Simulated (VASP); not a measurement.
# Ga3N4 in VASP: single point with PBE

Aim: the single point of Ga3N4 with PBE.

All numbers are computed with VASP 6.6.1; they aren't measurements. Logs are shortened: lines on timing, memory, paths and dates and some standing lists are left out, and cuts for length are marked.

### Step 1. The cell of the first run

The cell holds a slab with vacuum, 7 atoms: a = 3.217 Å, b = 3.217 Å, c = 21.220 Å, α = 90.00°, β = 90.00°, γ = 90.00°.

### Step 2. Single point, PBE, collinear spin

Input file INCAR:

```
PREC = Accurate
ENCUT = 520
EDIFF = 1E-6
ISMEAR = 0
SIGMA = 0.05
LREAL = False
LASPH = True
NELM = 150
ALGO = Normal
ISIF = 2
LWAVE = False
LCHARG = True
ISPIN = 2
MAGMOM = 0 0 0 3 0 0 0
LORBIT = 11
LDIPOL = True
IDIPOL = 3
DIPOL = 0.5 0.5 0.350
GGA = PE
LELF = True
LVHAR = True
LVACPOTAV = True
NBANDS = 42
```

Input file KPOINTS:

```
regular mesh
0
Gamma
  8 8 1
```

Input file POSCAR:

```
Ga3N4
1.0
    3.2165072845      0.0000000000      0.0000000000
    0.0000000000      3.2165072845      0.0000000000
    0.0000000000      0.0000000000     21.2198072894
N Ga
4 3
Direct
    0.0000000000      0.5000000000      0.1885031257
    0.5000000000      0.0000000000      0.2956866680
    0.0000000000      0.5000000000      0.4029970640
    0.7500000000      0.8750000000      0.5122115726
    0.5000000000      0.5000000000      0.2420948968
    0.0000000000      0.0000000000      0.3470972838
    0.5000000000      0.5000000000      0.4580535137
```

Potentials or basis: VASP PAW PBE potentials, release 64 (N, Ga_d).

Run with:

```
$ cat potpaw_PBE.64/N/POTCAR potpaw_PBE.64/Ga_d/POTCAR > POTCAR
$ mpirun -np 1 vasp_std > vasp.out
```

OUTCAR:

```text
PREC = Accurate
   ENCUT = 520
   EDIFF = 1E-6
   ISMEAR = 0
   LREAL = False
   LASPH = True
   NELM = 150
   ISIF = 2
   ISPIN = 2
   LORBIT = 11
   GGA = PE

 ion  position               nearest neighbor table
   1  0.000  0.500  0.189-   5 1.97   5 1.97
   2  0.500  0.000  0.296-   6 1.94   6 1.94   5 1.97   5 1.97
   3  0.000  0.500  0.403-   7 1.99   7 1.99   6 2.00   6 2.00
   4  0.750  0.875  0.512-   7 1.85
   5  0.500  0.500  0.242-   1 1.97   1 1.97   2 1.97   2 1.97
   6  0.000  0.000  0.347-   2 1.94   2 1.94   3 2.00   3 2.00
   7  0.500  0.500  0.458-   4 1.85   3 1.99   3 1.99

  LATTYP: Found a simple tetragonal cell.
 ALAT       =     3.2165072845
 C/A-ratio  =     6.5971581633

  Lattice vectors:

 A1 = (   3.2165072845,   0.0000000000,   0.0000000000)
 A2 = (   0.0000000000,   3.2165072845,   0.0000000000)
 A3 = (   0.0000000000,   0.0000000000,  21.2198072894)

Analysis of symmetry for initial positions (statically):
=====================================================================
 Subroutine PRICEL returns:
 Original cell was already a primitive cell.

 Routine SETGRP: Setting up the symmetry group for a
 simple tetragonal supercell.

 Subroutine GETGRP returns: Found  1 space group operations
 (whereof  1 operations were pure point group operations)
 out of a pool of 16 trial point group operations.

The static configuration has the point symmetry C_1 .

Analysis of symmetry for dynamics (positions and initial velocities):
=====================================================================
 Subroutine PRICEL returns:
 Original cell was already a primitive cell.

 Routine SETGRP: Setting up the symmetry group for a
 simple tetragonal supercell.

 Subroutine GETGRP returns: Found  1 space group operations
 (whereof  1 operations were pure point group operations)
 out of a pool of 16 trial point group operations.

The dynamic configuration has the point symmetry C_1 .

Analysis of structural, dynamic, and magnetic symmetry:
=====================================================================
 Subroutine PRICEL returns:
 Original cell was already a primitive cell.

 Routine SETGRP: Setting up the symmetry group for a
 simple tetragonal supercell.

 Subroutine GETGRP returns: Found  1 space group operations
 (whereof  1 operations were pure point group operations)
 out of a pool of 16 trial point group operations.

The overall configuration has the point symmetry C_1 .

 Subroutine INISYM returns: Found  1 space group operations
 (whereof  1 operations are pure point group operations),
 and found     1 'primitive' translations

[... 151 lines left out ...]
  ---------------------------------------------------
  free energy    TOTEN  =       -37.07610833 eV

  energy without entropy =      -37.07299827  energy(sigma->0) =      -37.07455330

 E-fermi :  -3.0088     XC(G=0):  -4.9359

 val. band max:       -3.0269640134   @ k =   0.1250   0.3750   0.0000
 cond. band min:      -2.9990066416   @ k =  -0.1250   0.1250   0.0000
 fundamental gap:      0.0279573718
 Fermi energy:        -3.0087817738

 spin component 1

 k-point     1 :       0.0000    0.0000    0.0000
  band No.  band energies     occupation
      1     -18.9657      1.00000
      2     -18.4687      1.00000
      3     -17.7182      1.00000
      4     -17.2889      1.00000
      5     -16.8667      1.00000
      6     -16.8563      1.00000
[... 1045 lines left out ...]
     40       6.6403      0.00000
     41       7.0904      0.00000

 [... further k-points ...]

 spin component 2

 k-point     1 :       0.0000    0.0000    0.0000
  band No.  band energies     occupation
      1     -18.8555      1.00000
      2     -18.3172      1.00000
      3     -17.1848      1.00000
      4     -16.9343      1.00000
      5     -16.8569      1.00000
      6     -16.8487      1.00000
[... 1045 lines left out ...]
     40       6.8736      0.00000
     41       7.2775      0.00000

 [... further k-points ...]

 [bands above 41 left out]

------------------------ aborting loop because EDIFF is reached ----------------------------------------

  FORCE on cell =-STRESS in cart. coord.  units (eV):
  Direction    XX          YY          ZZ          XY          YZ          ZX
  --------------------------------------------------------------------------------------
  -------------------------------------------------------------------------------------
  Total       -0.6444512     -0.9656496     -1.1189550      1.3205785      3.0153819     -1.1751288
  in kB       -4.7031639     -7.0472496     -8.1660624      9.6374980     22.0060654     -8.5760149
  external PRESSURE =      -6.6388253 kB  Pullay stress =       0.0000000 kB

 VOLUME and BASIS-vectors are now :
 -----------------------------------------------------------------------------
  energy-cutoff  :      520.00
  volume of cell :      219.54
      direct lattice vectors                 reciprocal lattice vectors
     3.216507285  0.000000000  0.000000000     0.310896234  0.000000000  0.000000000
     0.000000000  3.216507285  0.000000000     0.000000000  0.310896234  0.000000000
     0.000000000  0.000000000 21.219807289     0.000000000  0.000000000  0.047125781

 POSITION                                       TOTAL-FORCE (eV/Angst)
 -----------------------------------------------------------------------------------
      0.00000      1.60825      4.00000         0.002193     -0.445662      1.347403
      1.60825      0.00000      6.27441         0.051314      0.133049      0.221448
      0.00000      1.60825      8.55152         0.548096     -0.395618     -0.402380
      2.41238      2.81444     10.86903        -0.261706      1.525439     -0.014249
      1.60825      1.60825      5.13721        -0.011256      0.260512     -1.843938
      0.00000      0.00000      7.36534         0.048604      0.046904      0.616885
      1.60825      1.60825      9.71981        -0.377245     -1.124624      0.074831
 -----------------------------------------------------------------------------------
    total drift:                               -0.000989      0.003547      0.003352

  FREE ENERGIE OF THE ION-ELECTRON SYSTEM (eV)
  ---------------------------------------------------
  free  energy   TOTEN  =       -37.0761083301 eV

  energy  without entropy=      -37.0729982656  energy(sigma->0) =      -37.07455330

 vacuum level on the upper side and lower side of the slab         4.271         4.822

 total charge

# of ion       s       p       d       tot
------------------------------------------
    1        1.308   2.171   0.000   3.479
    2        1.236   2.488   0.000   3.723
    3        1.241   2.445   0.000   3.686
    4        1.328   2.118   0.000   3.446
    5        0.797   0.867  10.143  11.807
    6        0.791   0.857  10.157  11.805
    7        0.825   0.782  10.111  11.718
--------------------------------------------------
tot          7.527  11.727  30.411  49.664

 magnetization (x)

# of ion       s       p       d       tot
------------------------------------------
    1        0.016   0.412   0.000   0.428
    2        0.001   0.043   0.000   0.045
    3        0.005   0.077   0.000   0.082
    4        0.027   0.953   0.000   0.980
    5       -0.007  -0.004   0.018   0.007
    6       -0.001   0.011   0.005   0.015
    7       -0.026  -0.016   0.035  -0.007
--------------------------------------------------
tot          0.015   1.476   0.058   1.549
```

OSZICAR:

```text
N       E                     dE             d eps       ncg     rms          rms(c)
DAV:   1     0.608859663537E+03    0.60886E+03   -0.27326E+04  6370   0.173E+03
[... 13 lines left out ...]
DAV: 142    -0.370765448662E+02    0.21018E-04   -0.48571E-06  5688   0.606E-03    0.118E-01
DAV: 143    -0.370764888128E+02    0.56053E-04   -0.36803E-05  6478   0.151E-02    0.109E-01
DAV: 144    -0.370763462342E+02    0.14258E-03   -0.27729E-04  7208   0.431E-02    0.947E-02
DAV: 145    -0.370761609372E+02    0.18530E-03   -0.61549E-04  7380   0.626E-02    0.965E-02
DAV: 146    -0.370760754409E+02    0.85496E-04   -0.24796E-04  7324   0.419E-02    0.107E-01
DAV: 147    -0.370761085869E+02   -0.33146E-04   -0.93273E-06  5784   0.166E-02    0.106E-01
DAV: 148    -0.370761083301E+02    0.25674E-06   -0.45160E-07  4556   0.401E-03
   1 F= -.37076108E+02 E0= -.37074553E+02  d E =-.311006E-02  mag=     2.2307
```

stdout:

```text
POSCAR found type information on POSCAR N Ga
 POSCAR found :  2 types and       7 ions
 scaLAPACK will be used
 LDA part: xc-table for (Slater+PW92), standard interpolation
 POSCAR, INCAR and KPOINTS ok, starting setup
 FFT: planning ... GRIDC
 FFT: planning ... GRID_SOFT
 FFT: planning ... GRID
 WAVECAR not read
 entering main loop
 -----------------------------------------------------------------------------
|                                                                             |
|           W    W    AA    RRRRR   N    N  II  N    N   GGGG   !!!           |
|           W    W   A  A   R    R  NN   N  II  NN   N  G    G  !!!           |
|           W    W  A    A  R    R  N N  N  II  N N  N  G       !!!           |
|           W WW W  AAAAAA  RRRRR   N  N N  II  N  N N  G  GGG   !            |
|           WW  WW  A    A  R   R   N   NN  II  N   NN  G    G                |
|           W    W  A    A  R    R  N    N  II  N    N   GGGG   !!!           |
|                                                                             |
|     Did not find any points to average over, which means that no vacuum     |
|     field-free region was found. Please increase the size of  your cell     |
|     in the dimension of the dipole correction to obtain accurate            |
|     workfunction values.                                                    |
|                                                                             |
 -----------------------------------------------------------------------------
```

Wall time 1.7 h (1 thread of Oxide Virtual Turin-like, shared host); peak memory 0.63 GiB.

What came out:

```
Free energy                                           : -37.0761 eV
Largest force                                         : 1.862 eV/Å
Net moment                                            : 2.23 μB per cell
Site moments                                          : N +0.43, +0.04, +0.08, +0.98; Ga +0.01, -0.01 (each value once) μB
Valence electrons inside the program's atomic spheres : N 3.48, 3.72, 3.69, 3.45; Ga 11.81, 11.80, 11.72
```

Forces in eV/Å, atoms in the order of the input:
```
N    0.002 -0.446  1.347
N    0.051  0.133  0.221
N    0.548 -0.396 -0.402
N   -0.262  1.525 -0.014
Ga  -0.011  0.261 -1.844
Ga   0.049  0.047  0.617
Ga  -0.377 -1.125  0.075
```

Levels at points of the mesh, in eV from the Fermi level:
Spin up:
| k point | band 27 | band 28 | band 29 | band 30 | band 31 | band 32 | band 33 | band 34 | band 35 | band 36 |
| --- | --- | --- | --- | --- | --- | --- | --- | --- | --- | --- |
| (0.00, 0.00, 0.00) | -0.81 | -0.61 | -0.59 | -0.32 | 0.19 | 1.93 | 3.35 | 4.24 | 5.38 | 6.47 |
| (0.50, 0.00, 0.00) | -1.43 | -1.25 | -0.81 | -0.54 | 0.30 | 4.09 | 5.09 | 5.44 | 7.22 | 7.65 |
| (0.00, 0.50, 0.00) | -1.28 | -1.10 | -0.49 | -0.45 | -0.26 | 4.09 | 4.89 | 5.84 | 6.21 | 7.45 |
| (0.50, 0.50, 0.00) | -2.43 | -2.23 | -1.78 | -1.33 | -0.75 | 2.99 | 4.09 | 4.96 | 6.79 | 7.02 |
Spin down:
| k point | band 25 | band 26 | band 27 | band 28 | band 29 | band 30 | band 31 | band 32 |
| --- | --- | --- | --- | --- | --- | --- | --- | --- |
| (0.00, 0.00, 0.00) | -1.29 | -0.92 | -0.02 | 0.19 | 0.80 | 1.56 | 1.94 | 2.47 |
| (0.50, 0.00, 0.00) | -1.42 | -1.33 | -1.27 | -0.42 | 1.08 | 1.30 | 1.96 | 4.48 |
| (0.00, 0.50, 0.00) | -1.58 | -1.17 | -0.56 | -0.11 | 0.09 | 0.40 | 2.23 | 4.49 |
| (0.50, 0.50, 0.00) | -3.42 | -2.60 | -1.67 | -1.20 | -0.74 | 0.33 | 1.32 | 3.32 |
